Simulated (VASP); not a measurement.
Wanted: the native input for a VASP 6.6.1 run.

```yaml
Task: single point
Functional: LDA
Potentials_or_basis: VASP PAW LDA potentials, release 64 (Sc_sv)
Cutoff: 520 eV
k_mesh: 9 × 9 × 5
Occupations: fermi-dirac, width 0.05 eV
Spin: no spin polarisation
Dipole_correction: no
Further_INCAR_settings: ALGO = Normal; EDIFF = 1e-06; NBANDS = 18
```

The structure of Sc lies in POSCAR:

```
Sc
1.0
    3.2642783016      0.0000000000      0.0000000000
   -1.6321391508      2.8269479342      0.0000000000
    0.0000000000      0.0000000000      5.2020304526
Sc
2
Direct
    0.6666666667      0.3333333333      0.7500000000
    0.3333333333      0.6666666667      0.2500000000
```

This cell differs from its parent crystal: volume scaled by 0.96.

The input as run:

INCAR

```
ALGO = Normal ; EDIFF = 1E-6
ENCUT = 520 ; GGA = CA
ISIF = 2 ; ISMEAR = -1
LASPH = T ; LCHARG = F
LREAL = F ; LWAVE = F
NBANDS = 18 ; NELM = 80
PREC = Accurate ; SIGMA = 0.05
```

KPOINTS

```
k-points
0
Gamma
  9 9 5
```

Potentials or basis: VASP PAW LDA potentials, release 64 (Sc_sv).

The run is started by

```bash
$ cat potpaw_LDA.64/Sc_sv/POTCAR > POTCAR
$ mpirun -np 1 vasp_std > vasp.out
```

Results of the run:

```json
{
 "Pressure": "-3.4 GPa",
 "Band gap on the k mesh": "zero (band 11 reaches 4.29 eV, above the bottom of band 12 at 3.09 eV)"
}
```

Run time: 12 s on 1 thread of Intel(R) Xeon(R) 6975P-C (Granite Rapids) (shared host), peak memory 0.14 GiB.
